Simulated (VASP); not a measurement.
Input of a VASP 6.6.1 run:

Contents of POSCAR:

```
Si
1.0
    0.0000000000      2.7441689079      2.7221197381
    2.7221197381      0.0000000000      2.7221197381
    2.7221197381      2.7441689079      0.0000000000
Si
2
Direct
    0.2500000000      0.2500000000      0.2500000000
    0.0000000000      0.0000000000      0.0000000000
```

Contents of INCAR.step1:

```
SYSTEM = Si
  PREC = Accurate
  ENCUT = 520
  ISMEAR = 0
  SIGMA = 0.01
  LREAL = .FALSE.
  LASPH = .TRUE.
  NELM = 100
  NBANDS = 11
  GGA = PE
  ALGO = Normal
  EDIFF = 1E-4
  LWAVE = .TRUE.
  LCHARG = .FALSE.
```

File INCAR.step2:

```
SYSTEM = Si
  PREC = Accurate
  ENCUT = 520
  EDIFF = 1E-6
  ISMEAR = 0
  SIGMA = 0.01
  LREAL = .FALSE.
  LASPH = .TRUE.
  NELM = 100
  ALGO = Normal
  ISIF = 2
  LWAVE = .FALSE.
  LCHARG = .FALSE.
  METAGGA = R2SCAN
  LMIXTAU = .TRUE.
  NBANDS = 11
  ISTART = 1
```

File KPOINTS:

```
Automatic mesh
0
G
  8 8 8
  0 0 0
```

Potentials or basis: VASP PAW PBE potentials, release 64 (Si).

The run is started by

```bash
$ cat potpaw_PBE.64/Si/POTCAR > POTCAR
$ cp INCAR.step1 INCAR
$ mpirun -np 1 vasp_std > vasp.out
$ cp INCAR.step2 INCAR
$ mpirun -np 1 vasp_std > vasp.out
```

Q: What does it give for the band gap on the k mesh?

A: 0.79 eV, indirect (least direct gap 2.72 eV).

Q: Predict the pressure.

A: -1.0 GPa.

Stress tensor (GPa, compression positive):
```
-0.71  0.00  0.00
 0.00 -1.58  0.00
 0.00  0.00 -0.71
```

Caveat: the cell differs from its parent crystal (uniaxial y strain +0.8%); the PAW data sets were made with another functional, which shifts forces and pressure a little. A k mesh can miss the band edges.
